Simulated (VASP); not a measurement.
# CaO (Fm-3m) in VASP: single point with PBEsol

Aim: the single point of CaO with PBEsol.

All numbers are computed with VASP 6.6.1; they aren't measurements. Logs are shortened: lines on timing, memory, paths and dates and some standing lists are left out, and cuts for length are marked.

## (1) The cell of the first run

It takes space group Fm-3m (No. 225, cubic). The conventional cell has a = 4.768 Å, b = 4.768 Å, c = 4.768 Å, α = 90.00°, β = 90.00°, γ = 90.00°. Within 3.1 Å of O (site symmetry m-3m) lie 6 Ca at 2.38 Å. Ca (site symmetry m-3m) has 6 O at 2.38 Å within 3.1 Å.

## (2) Single point, PBEsol

The input, INCAR:

```
  PREC = Accurate
  ENCUT = 520
  EDIFF = 1E-6
  ISMEAR = -1
  SIGMA = 0.05
  LREAL = Auto
  LASPH = T
  NELM = 60
  ALGO = Normal
  ISIF = 2
  LWAVE = F
  LCHARG = F
  GGA = PS
  NBANDS = 294
  LUSENCCL = F
```

The input, KPOINTS:

```
Automatic mesh
0
Gamma
  3 3 3
```

The input, POSCAR:

```
CaO
1.0
    9.5352000000      0.0000000000      0.0000000000
    0.0000000000      9.5352000000      0.0000000000
    0.0000000000      0.0000000000      9.5352000000
O Ca
32 32
Direct
    0.2500000000      0.0000000000      0.0000000000
    0.2500000000      0.0000000000      0.5000000000
    0.2500000000      0.5000000000      0.0000000000
    0.2500000000      0.5000000000      0.5000000000
    0.7500000000      0.0000000000      0.0000000000
    0.7500000000      0.0000000000      0.5000000000
    0.7500000000      0.5000000000      0.0000000000
    0.7500000000      0.5000000000      0.5000000000
    0.0000000000      0.2500000000      0.0000000000
    0.0000000000      0.2500000000      0.5000000000
    0.0000000000      0.7500000000      0.0000000000
    0.0000000000      0.7500000000      0.5000000000
    0.5000000000      0.2500000000      0.0000000000
    0.5000000000      0.2500000000      0.5000000000
    0.5000000000      0.7500000000      0.0000000000
    0.5000000000      0.7500000000      0.5000000000
    0.0000000000      0.0000000000      0.2500000000
    0.0000000000      0.0000000000      0.7500000000
    0.0000000000      0.5000000000      0.2500000000
    0.0000000000      0.5000000000      0.7500000000
    0.5000000000      0.0000000000      0.2500000000
    0.5000000000      0.0000000000      0.7500000000
    0.5000000000      0.5000000000      0.2500000000
    0.5000000000      0.5000000000      0.7500000000
    0.2500000000      0.2500000000      0.2500000000
    0.2500000000      0.2500000000      0.7500000000
    0.2500000000      0.7500000000      0.2500000000
    0.2500000000      0.7500000000      0.7500000000
    0.7500000000      0.2500000000      0.2500000000
    0.7500000000      0.2500000000      0.7500000000
    0.7500000000      0.7500000000      0.2500000000
    0.7500000000      0.7500000000      0.7500000000
    0.0000000000      0.0000000000      0.0000000000
    0.0000000000      0.0000000000      0.5000000000
    0.0000000000      0.5000000000      0.0000000000
    0.0000000000      0.5000000000      0.5000000000
    0.5000000000      0.0000000000      0.0000000000
    0.5000000000      0.0000000000      0.5000000000
    0.5000000000      0.5000000000      0.0000000000
    0.5000000000      0.5000000000      0.5000000000
    0.2500000000      0.2500000000      0.0000000000
    0.2500000000      0.2500000000      0.5000000000
    0.2500000000      0.7500000000      0.0000000000
    0.2500000000      0.7500000000      0.5000000000
    0.7500000000      0.2500000000      0.0000000000
    0.7500000000      0.2500000000      0.5000000000
    0.7500000000      0.7500000000      0.0000000000
    0.7500000000      0.7500000000      0.5000000000
    0.2500000000      0.0000000000      0.2500000000
    0.2500000000      0.0000000000      0.7500000000
    0.2500000000      0.5000000000      0.2500000000
    0.2500000000      0.5000000000      0.7500000000
    0.7500000000      0.0000000000      0.2500000000
    0.7500000000      0.0000000000      0.7500000000
    0.7500000000      0.5000000000      0.2500000000
    0.7500000000      0.5000000000      0.7500000000
    0.0000000000      0.2500000000      0.2500000000
    0.0000000000      0.2500000000      0.7500000000
    0.0000000000      0.7500000000      0.2500000000
    0.0000000000      0.7500000000      0.7500000000
    0.5000000000      0.2500000000      0.2500000000
    0.5000000000      0.2500000000      0.7500000000
    0.5000000000      0.7500000000      0.2500000000
    0.5000000000      0.7500000000      0.7500000000
```

Potentials or basis: VASP PAW PBE potentials, release 64 (O, Ca_sv).

Started as:

```console
> cat potpaw_PBE.64/O/POTCAR potpaw_PBE.64/Ca_sv/POTCAR > POTCAR
> mpirun -np 1 vasp_std > vasp.out
```

OUTCAR:

```text
PREC = Accurate
   ENCUT = 520
   EDIFF = 1E-6
   ISMEAR = -1
   LREAL = Auto
   LASPH = T
   NELM = 60
   ISIF = 2
   GGA = PS

 ion  position               nearest neighbor table
   1  0.250  0.000  0.000-  33 2.38  37 2.38  41 2.38  43 2.38  49 2.38  50 2.38
   2  0.250  0.000  0.500-  34 2.38  38 2.38  42 2.38  44 2.38  49 2.38  50 2.38
   3  0.250  0.500  0.000-  35 2.38  39 2.38  41 2.38  43 2.38  51 2.38  52 2.38
   4  0.250  0.500  0.500-  36 2.38  40 2.38  42 2.38  44 2.38  51 2.38  52 2.38
   5  0.750  0.000  0.000-  33 2.38  37 2.38  45 2.38  47 2.38  53 2.38  54 2.38
   6  0.750  0.000  0.500-  34 2.38  38 2.38  46 2.38  48 2.38  53 2.38  54 2.38
[... 56 lines left out ...]
  63  0.500  0.750  0.250-  15 2.38  16 2.38  21 2.38  23 2.38  27 2.38  31 2.38
  64  0.500  0.750  0.750-  15 2.38  16 2.38  22 2.38  24 2.38  28 2.38  32 2.38

  LATTYP: Found a simple cubic cell.
 ALAT       =     9.5352000000

  Lattice vectors:

 A1 = (   9.5352000000,   0.0000000000,   0.0000000000)
 A2 = (   0.0000000000,   9.5352000000,   0.0000000000)
 A3 = (   0.0000000000,   0.0000000000,   9.5352000000)

Analysis of symmetry for initial positions (statically):
=====================================================================
 Subroutine PRICEL returns following result:

  LATTYP: Found a face centered cubic cell.
 ALAT       =     4.7676000000

  Lattice vectors:

 A1 = (   2.3838000000,  -2.3838000000,   0.0000000000)
 A2 = (   2.3838000000,   0.0000000000,   2.3838000000)
 A3 = (   0.0000000000,  -2.3838000000,   2.3838000000)

  32 primitive cells build up your supercell.

 Routine SETGRP: Setting up the symmetry group for a
 simple cubic supercell.

 Subroutine GETGRP returns: Found 48 space group operations
 (whereof 48 operations were pure point group operations)
 out of a pool of 48 trial point group operations.

The static configuration has the point symmetry O_h .

Analysis of symmetry for dynamics (positions and initial velocities):
=====================================================================
 Subroutine PRICEL returns following result:

  LATTYP: Found a face centered cubic cell.
 ALAT       =     4.7676000000

  Lattice vectors:

 A1 = (   2.3838000000,  -2.3838000000,   0.0000000000)
 A2 = (   2.3838000000,   0.0000000000,   2.3838000000)
 A3 = (   0.0000000000,  -2.3838000000,   2.3838000000)

  32 primitive cells build up your supercell.

 Routine SETGRP: Setting up the symmetry group for a
 simple cubic supercell.

 Subroutine GETGRP returns: Found 48 space group operations
 (whereof 48 operations were pure point group operations)
 out of a pool of 48 trial point group operations.

The dynamic configuration has the point symmetry O_h .

 Subroutine INISYM returns: Found 48 space group operations
 (whereof 48 operations are pure point group operations),
 and found    32 'primitive' translations

----------------------------------------------------------------------------------------

                                     Primitive cell

  volume of cell :      27.0919

  direct lattice vectors                    reciprocal lattice vectors
     2.383800000 -2.383800000  0.000000000     0.209749140 -0.209749140 -0.209749140
     2.383800000  0.000000000  2.383800000     0.209749140  0.209749140  0.209749140
     0.000000000 -2.383800000  2.383800000    -0.209749140 -0.209749140  0.209749140

  length of vectors
     3.371202290  3.371202290  3.371202290     0.363296167  0.363296167  0.363296167

  position of ions in fractional coordinates (direct lattice)
     0.500000000  0.500000000  0.500000000
     0.000000000  0.000000000  0.000000000

  ion indices of the primitive-cell ions
   primitive index   ion index
                 1           1
                 2          33

----------------------------------------------------------------------------------------

 KPOINTS: Automatic mesh

Automatic generation of k-mesh.
 Grid dimensions read from file:
 generate k-points for:    3    3    3

 Generating k-lattice:

  Cartesian coordinates                     Fractional coordinates (reciprocal lattice)
     0.034958190  0.000000000  0.000000000     0.333333333  0.000000000  0.000000000
     0.000000000  0.034958190  0.000000000     0.000000000  0.333333333  0.000000000
     0.000000000  0.000000000  0.034958190     0.000000000  0.000000000  0.333333333

  Length of vectors
     0.034958190  0.034958190  0.034958190

  Shift w.r.t. Gamma in fractional coordinates (k-lattice)
     0.000000000  0.000000000  0.000000000

 Subroutine IBZKPT returns following result:
 ===========================================

 Found      4 irreducible k-points:

 Following reciprocal coordinates:
            Coordinates               Weight
  0.000000  0.000000  0.000000      1.000000
  0.333333  0.000000  0.000000      6.000000
  0.333333  0.333333  0.000000     12.000000
  0.333333  0.333333  0.333333      8.000000
   k-points           NKPTS =      4   k-points in BZ     NKDIM =      4   number of bands    NBANDS=    294
   number of dos      NEDOS =    301   number of ions     NIONS =     64
   total plane-waves  NPLWV = 373248
   dimension x,y,z NGX =    72 NGY =   72 NGZ =   72
   dimension x,y,z NGXF=   144 NGYF=  144 NGZF=  144
   ions per type =              32  32
   NGX,Y,Z   is equivalent  to a cutoff of  12.55, 12.55, 12.55 a.u.
   NGXF,Y,Z  is equivalent  to a cutoff of  25.11, 25.11, 25.11 a.u.
 SYSTEM =  unknown system
   PREC   = accura    normal or accurate (medium, high low for compatibility)
   ISTART =      0    job   : 0-new  1-cont  2-samecut
   ICHARG =      2    charge: 1-file 2-atom 10-const
   ISPIN  =      1    spin polarized calculation?
   LNONCOLLINEAR =      F non collinear calculations
   LSORBIT =      F    spin-orbit coupling
   LASPH  =      T    aspherical Exc in radial PAW
   ENCUT  =  520.0 eV  38.22 Ry    6.18 a.u.  17.73 17.73 17.73*2*pi/ulx,y,z
   NELM   =     60;   NELMIN=  2; NELMDL= -5     # of ELM steps
   EDIFF  = 0.1E-05   stopping-criterion for ELM
   LREAL  =      T    real-space projection
   EDIFFG = 0.1E-04   stopping-criterion for IOM
   NSW    =      0    number of steps for IOM
   IBRION =     -1    ionic relax: 0-MD 1-quasi-New 2-CG
   NFREE  =      0    steps in history (QN), initial steepest desc. (CG)
   ISIF   =      2    stress and relaxation
   ISYM   =      2    0-nonsym 1-usesym 2-fastsym
   POTIM  = 0.5000    time-step for ionic-motion
   TEBEG  =    0.0;   TEEND  =   0.0 temperature during run
   PSTRESS=    0.0 pullay stress
   NELECT =     512.0000    total number of electrons
   NUPDOWN=      -1.0000    fix difference up-down
   EMIN   =  10.00;   EMAX   =-10.00  energy-range for DOS
   EFERMI =   0.00;   METHOD = LEGACY
   ISMEAR =    -1;   SIGMA  =   0.05  broadening in eV -4-tet -1-fermi 0-gaus
   EFERMI_NEDOS =   21; number of points for ismear=-14 and -15
   IALGO  =     38    algorithm
   IMIX   =      4    mixing-type and parameters
     AMIX     =   0.40;   BMIX     =  1.00
     AMIX_MAG =   1.60;   BMIX_MAG =  1.00
  volume/ion in A,a.u.               =      13.55        91.41
  Fermi-wavevector in a.u.,A,eV,Ry     =   1.373520  2.595577 25.668172  1.886557
  Thomas-Fermi vector in A             =   2.499030
   LORBIT       =      0    0 simple, 1 ext, 2 COOP (PROOUT), +10 PAW based schemes
   GGA     = PS    functional components
   LHFCALC =     F    Hartree Fock is set to
   AEXX    =    0.0000 exact exchange contribution
   IVDW    =     0    specifies the selected vdW correction
   LEPSILON=     F    determine dielectric tensor
   LRPA    =     F    only Hartree local field effects (RPA)
 non-spin polarized calculation
  energy-cutoff  :      520.00
  volume of cell :      866.94
 maximum number of plane-waves:     23439
 NGX is ok and might be reduce to    72
   NGX = 35   NGY = 35   NGZ = 35

 number of electron     511.9999654 magnetization

 Free energy of the ion-electron system (eV)
  ---------------------------------------------------
  ext. energy  EPLUGINS =         0.00000000
  ---------------------------------------------------
  free energy    TOTEN  =      -429.16866474 eV

  energy without entropy =     -429.16866474  energy(sigma->0) =     -429.16866474

 E-fermi :   3.5714     XC(G=0): -10.8574

 val. band max:        2.3337760540   @ k =   0.0000   0.0000   0.0000
 cond. band min:       5.8561349994   @ k =   0.0000   0.0000   0.0000
 fundamental gap:      3.5223589453
 Fermi energy:         3.5714060349

 k-point     1 :       0.0000    0.0000    0.0000
  band No.  band energies     occupation
      1     -34.9547      2.00000
      2     -34.8768      2.00000
      3     -34.8768      2.00000
      4     -34.8768      2.00000
      5     -34.8768      2.00000
      6     -34.8768      2.00000
[... 260 lines left out ...]
    267       8.5834      0.00000
    268       8.5834      0.00000

 k-point     2 :       0.3333    0.0000    0.0000
  band No.  band energies     occupation
      1     -34.9442      2.00000
      2     -34.9156      2.00000
      3     -34.8713      2.00000
      4     -34.8713      2.00000
      5     -34.8713      2.00000
      6     -34.8713      2.00000
[... 260 lines left out ...]
    267       7.4945      0.00000
    268       7.6774      0.00000

 k-point     3 :       0.3333    0.3333    0.0000
  band No.  band energies     occupation
      1     -34.9344      2.00000
      2     -34.9076      2.00000
      3     -34.9076      2.00000
      4     -34.8858      2.00000
      5     -34.8665      2.00000
      6     -34.8665      2.00000
[... 260 lines left out ...]
    267       7.5950      0.00000
    268       7.7089      0.00000

 k-point     4 :       0.3333    0.3333    0.3333
  band No.  band energies     occupation
      1     -34.9252      2.00000
      2     -34.9002      2.00000
      3     -34.9002      2.00000
      4     -34.9002      2.00000
      5     -34.8803      2.00000
      6     -34.8803      2.00000
[... 260 lines left out ...]
    267       7.6834      0.00000
    268       7.6834      0.00000
 [bands above 268 left out]

------------------------ aborting loop because EDIFF is reached ----------------------------------------

  FORCE on cell =-STRESS in cart. coord.  units (eV):
  Direction    XX          YY          ZZ          XY          YZ          ZX
  --------------------------------------------------------------------------------------
  -------------------------------------------------------------------------------------
  Total        3.5438665      3.5438665      3.5438665      0.0000000      0.0000000      0.0000000
  in kB        6.5493547      6.5493547      6.5493547      0.0000000      0.0000000      0.0000000
  external PRESSURE =       6.5493547 kB  Pullay stress =       0.0000000 kB

 VOLUME and BASIS-vectors are now :
 -----------------------------------------------------------------------------
  energy-cutoff  :      520.00
  volume of cell :      866.94
      direct lattice vectors                 reciprocal lattice vectors
     9.535200000  0.000000000  0.000000000     0.104874570  0.000000000  0.000000000
     0.000000000  9.535200000  0.000000000     0.000000000  0.104874570  0.000000000
     0.000000000  0.000000000  9.535200000     0.000000000  0.000000000  0.104874570

 POSITION                                       TOTAL-FORCE (eV/Angst)
 -----------------------------------------------------------------------------------
      2.38380      0.00000      0.00000        -0.000000      0.000000      0.000000
      2.38380      0.00000      4.76760         0.000000      0.000000      0.000000
      2.38380      4.76760      0.00000        -0.000000     -0.000000      0.000000
      2.38380      4.76760      4.76760         0.000000      0.000000     -0.000000
      7.15140      0.00000      0.00000        -0.000000     -0.000000     -0.000000
      7.15140      0.00000      4.76760         0.000000      0.000000      0.000000
[... 56 lines left out ...]
      4.76760      7.15140      2.38380         0.000000     -0.000000      0.000000
      4.76760      7.15140      7.15140        -0.000000     -0.000000      0.000000
 -----------------------------------------------------------------------------------
    total drift:                                0.000000      0.000000      0.000000

  FREE ENERGIE OF THE ION-ELECTRON SYSTEM (eV)
  ---------------------------------------------------
  free  energy   TOTEN  =      -429.1686647359 eV

  energy  without entropy=     -429.1686647358  energy(sigma->0) =     -429.16866474
```

Wall time 4.3 min (1 × NVIDIA H100 80GB with 1 thread of AMD EPYC 7R13 (Zen 3), shared host); peak memory 2 GiB.

What came out:

- Free energy: -429.1687 eV
- Pressure: 0.7 GPa
- Band gap on the k mesh: 3.52 eV

Levels at points of the mesh, in eV from the valence-band top:
| k point | band 252 | band 253 | band 254 | band 255 | band 256 | band 257 | band 258 | band 259 | band 260 | band 261 |
| --- | --- | --- | --- | --- | --- | --- | --- | --- | --- | --- |
| (0.00, 0.00, 0.00) | -0.31 | -0.31 | 0.00 | 0.00 | 0.00 | 3.52 | 3.52 | 3.52 | 4.63 | 4.63 |

Caveat: the PAW data sets were made with another functional, which shifts forces and pressure a little; an odd mesh through Γ misses points on the zone boundary, where band edges can lie.
